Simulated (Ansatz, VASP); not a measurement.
## Two plane-wave programs on HfB2

File POSCAR:

```
HfB2
1.0
    3.0867693776      0.0000000000      0.0000000000
   -1.5433846888      2.6732209248      0.0000000000
    0.0000000000      0.0000000000      3.4210055523
Hf B
1 2
Direct
    0.0000000000      0.0000000000      0.0000000000
    0.3333333333      0.6666666667      0.5000000000
    0.6666666667      0.3333333333      0.5000000000
```

Contents of INCAR.step1:

```
  PREC = Accurate
  ENCUT = 520
  ISMEAR = 1
  SIGMA = 0.1
  LREAL = F
  LASPH = T
  NELM = 100
  NBANDS = 15
  GGA = PE
  ALGO = Normal
  EDIFF = 1E-4
  LWAVE = T
  LCHARG = F
```

Contents of INCAR.step2:

```
  PREC = Accurate
  ENCUT = 520
  EDIFF = 1E-7
  ISMEAR = 1
  SIGMA = 0.1
  LREAL = F
  LASPH = T
  NELM = 100
  ALGO = Normal
  ISIF = 2
  LWAVE = F
  LCHARG = F
  METAGGA = R2SCAN
  LMIXTAU = T
  NBANDS = 15
  ISTART = 1
```

Contents of KPOINTS:

```
regular mesh
0
Gamma
  10 10 8
```

Input for Ansatz:

```yaml
crystal:
  lattice:
    - [3.0867693776234937, 0.0, 0.0]
    - [-1.5433846888117468, 2.673220924827745, 0.0]
    - [0.0, 0.0, 3.4210055522706235]
  atoms:
    - { symbol: Hf, position: [0.0, 0.0, 0.0] }
    - { symbol: B, position: [0.3333333333333333, 0.6666666666666666, 0.5] }
    - { symbol: B, position: [0.6666666666666666, 0.3333333333333333, 0.5] }
basis:
  ecutwfc: 600.0
kpoints:
  mp_grid:
    grid: [10, 10, 8]
hamiltonian:
  xc: r2scan
  pseudopotentials:
    kind: paw
scf:
  occupations:
    method: cold
    width: 0.1
output:
  stress: true
```

Alike in both runs: task single point; functional r2SCAN; k mesh 10 × 10 × 8; no spin polarisation.

```csv
,VASP,Ansatz
version,VASP 6.6.1,Ansatz 0.2.0
potentials or method,"VASP PAW PBE potentials, release 64 (Hf_pv, B), cutoff 520 eV","plane waves, PAW"
occupations,"methfessel-paxton of order 1, width 0.1 eV","cold, width 0.1 eV"
valence electrons in the cell,16,32
```

VASP gave:

```
pressure (GPa)                                                : 13.4
traceless stress, the component that is largest in VASP (GPa) : -0.15
```

**Question.** Which values does Ansatz return?

**Answer.** Pressure (GPa): 13.8; traceless stress, the component that is largest in VASP (GPa): -0.29.

VASP's potentials were made for PBE, not for r2SCAN. VASP's potentials hold 16 valence electrons a cell and Ansatz's 32, so a difference there can come from the potentials and not from the codes.

Neither program's run includes spin-orbit coupling.
